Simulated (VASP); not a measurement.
# Si16SbH7 in VASP: single point with PBE+D3(BJ)

Aim: the single point of Si16SbH7 with PBE+D3(BJ).

All numbers are computed with VASP 6.6.1; they aren't measurements. Logs are shortened: lines on timing, memory, paths and dates and some standing lists are left out, and cuts for length are marked.

## (1) The cell of the first run

The cell holds a slab with vacuum, 24 atoms: a = 7.679 Å, b = 7.679 Å, c = 18.869 Å, α = 90.00°, β = 90.00°, γ = 60.00°.

## (2) Single point, PBE+D3(BJ)

The input, INCAR:

```
PREC = Accurate ; ENCUT = 520
EDIFF = 1E-7 ; ISMEAR = 0
SIGMA = 0.05 ; LREAL = Auto
LASPH = T ; NELM = 100
ALGO = Normal ; ISIF = 2
LWAVE = F ; LCHARG = T
GGA = PE ; IVDW = 12
LELF = T ; LVHAR = T
NBANDS = 56
```

The input, KPOINTS:

```
regular mesh
0
Gamma
  2 2 1
```

The input, POSCAR:

```
Si16SbH7
1.0
    7.6791800000      0.0000000000      0.0000000000
    3.8395900000      6.6503650000      0.0000000000
    0.0000000000      0.0000000000     18.8687650000
H Si Sb
7 16 1
Direct
    0.1666666600      0.1666666600      0.0529976400
    0.6666666400      0.1666666600      0.0529976400
    0.1666666600      0.6666666300      0.0529976400
    0.6666666400      0.6666666300      0.0529976400
    0.4999542352      0.0092796868      0.4148081333
    0.0093616538      0.5055933923      0.4185868888
    0.3788154767      0.5390947469      0.4119737360
    0.1666666600      0.1666666600      0.1324941000
    0.6666666400      0.1666666600      0.1324941000
    0.1666666600      0.6666666300      0.1324941000
    0.6666666400      0.6666666300      0.1324941000
   -0.1681441236      0.3320978219      0.1773626227
    0.3332359176      0.3338844975      0.1715070443
   -0.1667784351      0.8330897134      0.1723664214
    0.3345983216      0.8341071304      0.1692287519
   -0.1610561562      0.3248911479      0.3062550891
    0.3297417116      0.3373848641      0.2951499514
   -0.1662523183      0.8329564025      0.2961614824
    0.3328356877      0.8433349760      0.2916349512
    0.0128992957     -0.0200369401      0.3417561232
    0.5010050397      0.0053403015      0.3354643317
    0.0001811445      0.5025389803      0.3392499638
    0.4887068129      0.5139501434      0.3337835106
    0.2149311784      0.8021009041      0.4561649791
```

Potentials or basis: VASP PAW PBE potentials, release 64 (H, Si, Sb).

Started as:

```sh
cat potpaw_PBE.64/H/POTCAR potpaw_PBE.64/Si/POTCAR potpaw_PBE.64/Sb/POTCAR > POTCAR
mpirun -np 1 vasp_std > vasp.out
```

OUTCAR:

```text
PREC = Accurate
   ENCUT = 520
   EDIFF = 1E-7
   ISMEAR = 0
   LREAL = Auto
   LASPH = T
   NELM = 100
   ISIF = 2
   GGA = PE
   IVDW = 12
 IVDW          = 12

 ion  position               nearest neighbor table
   1  0.167  0.167  0.053-   8 1.50
   2  0.667  0.167  0.053-   9 1.50
   3  0.167  0.667  0.053-  10 1.50
   4  0.667  0.667  0.053-  11 1.50
   5  0.500  0.009  0.415-  21 1.50
   6  0.009  0.506  0.419-  22 1.50
   7  0.379  0.539  0.412-  23 1.66  24 1.95
   8  0.167  0.167  0.132-   1 1.50  15 2.32  13 2.34  12 2.38
   9  0.667  0.167  0.132-   2 1.50  13 2.34  14 2.34  12 2.36
  10  0.167  0.667  0.132-   3 1.50  13 2.33  15 2.34  14 2.34
  11  0.667  0.667  0.132-   4 1.50  15 2.31  14 2.34  12 2.38
  12  0.832  0.332  0.177-   9 2.36  11 2.38   8 2.38  16 2.43
  13  0.333  0.334  0.172-  10 2.33  17 2.33   9 2.34   8 2.34
  14  0.833  0.833  0.172-  18 2.34  11 2.34  10 2.34   9 2.34
  15  0.335  0.834  0.169-  19 2.31  11 2.31   8 2.32  10 2.34
  16  0.839  0.325  0.306-  22 2.34  23 2.39  20 2.39  12 2.43
  17  0.330  0.337  0.295-  13 2.33  21 2.34  22 2.34  23 2.35
  18  0.834  0.833  0.296-  21 2.33  14 2.34  20 2.34  22 2.34
  19  0.333  0.843  0.292-  15 2.31  23 2.33  20 2.34  21 2.35  24 3.29
  20  0.013  0.980  0.342-  19 2.34  18 2.34  16 2.39  24 2.61
  21  0.501  0.005  0.335-   5 1.50  18 2.33  17 2.34  19 2.35
  22  0.000  0.503  0.339-   6 1.50  16 2.34  18 2.34  17 2.34
  23  0.489  0.514  0.334-   7 1.66  19 2.33  17 2.35  16 2.39  24 3.16
  24  0.215  0.802  0.456-   7 1.95  20 2.61  23 3.16  19 3.29

  LATTYP: Found a hexagonal cell.
 ALAT       =     7.6791800344
 C/A-ratio  =     2.4571327818

  Lattice vectors:

 A1 = (  -3.8395900000,  -6.6503650000,   0.0000000000)
 A2 = (   7.6791800000,   0.0000000000,   0.0000000000)
 A3 = (   0.0000000000,   0.0000000000,  18.8687650000)

Analysis of symmetry for initial positions (statically):
=====================================================================
 Subroutine PRICEL returns:
 Original cell was already a primitive cell.

 Routine SETGRP: Setting up the symmetry group for a
 hexagonal supercell.

 Subroutine GETGRP returns: Found  1 space group operations
 (whereof  1 operations were pure point group operations)
 out of a pool of 24 trial point group operations.

The static configuration has the point symmetry C_1 .

Analysis of symmetry for dynamics (positions and initial velocities):
=====================================================================
 Subroutine PRICEL returns:
 Original cell was already a primitive cell.

 Routine SETGRP: Setting up the symmetry group for a
 hexagonal supercell.

 Subroutine GETGRP returns: Found  1 space group operations
 (whereof  1 operations were pure point group operations)
 out of a pool of 24 trial point group operations.

The dynamic configuration has the point symmetry C_1 .

 Subroutine INISYM returns: Found  1 space group operations
 (whereof  1 operations are pure point group operations),
 and found     1 'primitive' translations

----------------------------------------------------------------------------------------

                                     Primitive cell

  volume of cell :     963.6156

  direct lattice vectors                    reciprocal lattice vectors
     7.679180000  0.000000000  0.000000000     0.130222237 -0.075183843  0.000000000
     3.839590000  6.650365000  0.000000000     0.000000000  0.150367687  0.000000000
     0.000000000  0.000000000 18.868765000     0.000000000  0.000000000  0.052997639

  length of vectors
     7.679180000  7.679180034 18.868765000     0.150367687  0.150367687  0.052997639

  position of ions in fractional coordinates (direct lattice)
     0.166666660  0.166666660  0.052997640
     0.666666640  0.166666660  0.052997640
     0.166666660  0.666666630  0.052997640
     0.666666640  0.666666630  0.052997640
     0.499954235  0.009279687  0.414808133
     0.009361654  0.505593392  0.418586889
[... 16 lines left out ...]
     0.488706813  0.513950143  0.333783511
     0.214931178  0.802100904  0.456164979

  ion indices of the primitive-cell ions
   primitive index   ion index
                 1           1
                 2           2
                 3           3
                 4           4
                 5           5
                 6           6
[... 16 lines left out ...]
                23          23
                24          24

----------------------------------------------------------------------------------------

 KPOINTS: regular mesh

Automatic generation of k-mesh.
 Grid dimensions read from file:
 generate k-points for:    2    2    1

 Generating k-lattice:

  Cartesian coordinates                     Fractional coordinates (reciprocal lattice)
     0.065111119 -0.037591922  0.000000000     0.500000000  0.000000000  0.000000000
     0.000000000  0.075183843  0.000000000     0.000000000  0.500000000  0.000000000
     0.000000000  0.000000000  0.052997639     0.000000000  0.000000000  1.000000000

  Length of vectors
     0.075183844  0.075183843  0.052997639

  Shift w.r.t. Gamma in fractional coordinates (k-lattice)
     0.000000000  0.000000000  0.000000000

 Subroutine IBZKPT returns following result:
 ===========================================

 Found      4 irreducible k-points:

 Following reciprocal coordinates:
            Coordinates               Weight
  0.000000  0.000000  0.000000      1.000000
  0.500000 -0.000000  0.000000      1.000000
  0.500000  0.500000  0.000000      1.000000
  0.000000  0.500000  0.000000      1.000000
   k-points           NKPTS =      4   k-points in BZ     NKDIM =      4   number of bands    NBANDS=     56
   number of dos      NEDOS =    301   number of ions     NIONS =     24
   total plane-waves  NPLWV = 504000
   dimension x,y,z NGX =    60 NGY =   60 NGZ =  140
   dimension x,y,z NGXF=   120 NGYF=  120 NGZF=  280
   ions per type =               7  16   1
   NGX,Y,Z   is equivalent  to a cutoff of  12.99, 12.99, 12.33 a.u.
   NGXF,Y,Z  is equivalent  to a cutoff of  25.98, 25.98, 24.67 a.u.
 SYSTEM =  unknown system
   PREC   = accura    normal or accurate (medium, high low for compatibility)
   ISTART =      0    job   : 0-new  1-cont  2-samecut
   ICHARG =      2    charge: 1-file 2-atom 10-const
   ISPIN  =      1    spin polarized calculation?
   LNONCOLLINEAR =      F non collinear calculations
   LSORBIT =      F    spin-orbit coupling
   LASPH  =      T    aspherical Exc in radial PAW
   ENCUT  =  520.0 eV  38.22 Ry    6.18 a.u.  14.28 14.28 35.08*2*pi/ulx,y,z
   NELM   =    100;   NELMIN=  2; NELMDL= -5     # of ELM steps
   EDIFF  = 0.1E-06   stopping-criterion for ELM
   LREAL  =      T    real-space projection
   EDIFFG = 0.1E-05   stopping-criterion for IOM
   NSW    =      0    number of steps for IOM
   IBRION =     -1    ionic relax: 0-MD 1-quasi-New 2-CG
   NFREE  =      0    steps in history (QN), initial steepest desc. (CG)
   ISIF   =      2    stress and relaxation
   ISYM   =      2    0-nonsym 1-usesym 2-fastsym
   POTIM  = 0.5000    time-step for ionic-motion
   TEBEG  =    0.0;   TEEND  =   0.0 temperature during run
   PSTRESS=    0.0 pullay stress
   NELECT =      76.0000    total number of electrons
   NUPDOWN=      -1.0000    fix difference up-down
   EMIN   =  10.00;   EMAX   =-10.00  energy-range for DOS
   EFERMI =   0.00;   METHOD = LEGACY
   ISMEAR =     0;   SIGMA  =   0.05  broadening in eV -4-tet -1-fermi 0-gaus
   EFERMI_NEDOS =   21; number of points for ismear=-14 and -15
   IALGO  =     38    algorithm
   IMIX   =      4    mixing-type and parameters
     AMIX     =   0.40;   BMIX     =  1.00
     AMIX_MAG =   1.60;   BMIX_MAG =  1.00
  volume/ion in A,a.u.               =      40.15       270.95
  Fermi-wavevector in a.u.,A,eV,Ry     =   0.702066  1.326713  6.706271  0.492897
  Thomas-Fermi vector in A             =   1.786664
   LORBIT       =      0    0 simple, 1 ext, 2 COOP (PROOUT), +10 PAW based schemes
   GGA     = PE    functional components
   LHFCALC =     F    Hartree Fock is set to
   AEXX    =    0.0000 exact exchange contribution
   IVDW    =    12    specifies the selected vdW correction
   LEPSILON=     F    determine dielectric tensor
   LRPA    =     F    only Hartree local field effects (RPA)
 non-spin polarized calculation
 Gauss-broadening in eV      SIGMA  =   0.05
  energy-cutoff  :      520.00
  volume of cell :      963.62
 maximum number of plane-waves:     25966
 NGX is ok and might be reduce to    60
   NGX = 29   NGY = 29   NGZ = 71

 number of electron      76.0000003 magnetization

 Free energy of the ion-electron system (eV)
  ---------------------------------------------------
  ext. energy  EPLUGINS =         0.00000000
  ---------------------------------------------------
  free energy    TOTEN  =      -110.67670746 eV

  energy without entropy =     -110.67670004  energy(sigma->0) =     -110.67670375

 E-fermi :  -0.3320     XC(G=0):  -4.4746

 val. band max:       -0.4694135260   @ k =   0.5000   0.5000   0.0000
 cond. band min:      -0.1946358635   @ k =   0.0000   0.0000   0.0000
 fundamental gap:      0.2747776625
 Fermi energy:        -0.3320246838

 k-point     1 :       0.0000    0.0000    0.0000
  band No.  band energies     occupation
      1     -12.3182      2.00000
      2     -11.3621      2.00000
      3     -10.3083      2.00000
      4     -10.0587      2.00000
      5      -9.9522      2.00000
      6      -9.7705      2.00000
[... 42 lines left out ...]
     49       1.7372      0.00000
     50       1.8021      0.00000

 k-point     2 :       0.5000   -0.0000    0.0000
  band No.  band energies     occupation
      1     -11.7885      2.00000
      2     -11.4473      2.00000
      3     -10.9090      2.00000
      4     -10.3912      2.00000
      5     -10.2904      2.00000
      6     -10.2054      2.00000
[... 42 lines left out ...]
     49       2.7038      0.00000
     50       2.9769      0.00000

 k-point     3 :       0.5000    0.5000    0.0000
  band No.  band energies     occupation
      1     -11.7619      2.00000
      2     -11.5170      2.00000
      3     -10.8664      2.00000
      4     -10.4332      2.00000
      5     -10.2456      2.00000
      6     -10.2044      2.00000
[... 42 lines left out ...]
     49       2.8551      0.00000
     50       2.9270      0.00000

 k-point     4 :       0.0000    0.5000    0.0000
  band No.  band energies     occupation
      1     -11.7520      2.00000
      2     -11.5004      2.00000
      3     -10.8970      2.00000
      4     -10.4293      2.00000
      5     -10.2804      2.00000
      6     -10.1872      2.00000
[... 42 lines left out ...]
     49       2.8149      0.00000
     50       2.9854      0.00000
 [bands above 50 left out]

------------------------ aborting loop because EDIFF is reached ----------------------------------------

 Edisp (eV)   -4.19253

 E8    (eV) :    -1.7618

  FORCE on cell =-STRESS in cart. coord.  units (eV):
  Direction    XX          YY          ZZ          XY          YZ          ZX
  --------------------------------------------------------------------------------------
  -------------------------------------------------------------------------------------
  Total       2.52610     0.28634     0.13022     1.61272    -0.01692     0.05810
  in kB       4.20007     0.47609     0.21651     2.68143    -0.02813     0.09660
  external pressure =        1.63 kB  Pullay stress =        0.00 kB

 VOLUME and BASIS-vectors are now :
 -----------------------------------------------------------------------------
  energy-cutoff  :      520.00
  volume of cell :      963.62
      direct lattice vectors                 reciprocal lattice vectors
     7.679180000  0.000000000  0.000000000     0.130222237 -0.075183843  0.000000000
     3.839590000  6.650365000  0.000000000     0.000000000  0.150367687  0.000000000
     0.000000000  0.000000000 18.868765000     0.000000000  0.000000000  0.052997639

 POSITION                                       TOTAL-FORCE (eV/Angst)
 -----------------------------------------------------------------------------------
      1.91979      1.10839      1.00000        -0.100969      0.147137     -0.058373
      5.75938      1.10839      1.00000         0.067730      0.039259     -0.033020
      3.83959      4.43358      1.00000        -0.023698     -0.001573     -0.065987
      7.67918      4.43358      1.00000         0.067747     -0.175315     -0.067846
      3.87487      0.06171      7.82692        -0.003745     -0.010253     -0.014560
      2.01316      3.36238      7.89822        -0.004675      0.000386     -0.011272
[... 16 lines left out ...]
      5.72623      3.41796      6.29808        -0.007133     -0.006722      0.014696
      4.73023      5.33426      8.60727         0.012732      0.026967      0.032510
 -----------------------------------------------------------------------------------
    total drift:                               -0.000758     -0.001858      0.000118

  FREE ENERGIE OF THE ION-ELECTRON SYSTEM (eV)
  ---------------------------------------------------
  free  energy   TOTEN  =      -114.8692380629 eV

  energy  without entropy=     -114.8692306443  energy(sigma->0) =     -114.86923435
```

Wall time 5.1 min (1 thread of Intel Xeon 6975P-C (Granite Rapids), shared host); peak memory 1 GiB.

Results:

* Free energy: -114.8692 eV
* Largest force: 0.243 eV/Å
* Band gap on the k mesh: 0.27 eV (least direct gap 0.46 eV)
* Dispersion energy per atom: -0.175 eV

Forces in eV/Å, atoms in the order of the input:
```
H   -0.101  0.147 -0.058
H    0.068  0.039 -0.033
H   -0.024 -0.002 -0.066
H    0.068 -0.175 -0.068
H   -0.004 -0.010 -0.015
H   -0.005  0.000 -0.011
H    0.031 -0.025 -0.031
Si  -0.156  0.163  0.088
Si   0.068 -0.021  0.191
Si  -0.041  0.055 -0.132
Si   0.115 -0.194  0.089
Si   0.013 -0.002  0.004
Si  -0.008 -0.006  0.002
Si   0.002 -0.003 -0.006
Si  -0.001 -0.001 -0.002
Si  -0.021  0.000 -0.008
Si   0.009  0.001 -0.012
Si   0.000  0.010 -0.020
Si  -0.009 -0.011  0.019
Si   0.003  0.014 -0.019
Si  -0.007  0.004  0.024
Si  -0.006 -0.003  0.015
Si  -0.007 -0.007  0.015
Sb   0.013  0.027  0.033
```

Caveat: the k points lie up to 0.47 Å⁻¹ apart; spin-orbit coupling is left out, which moves the levels of the heavy elements.
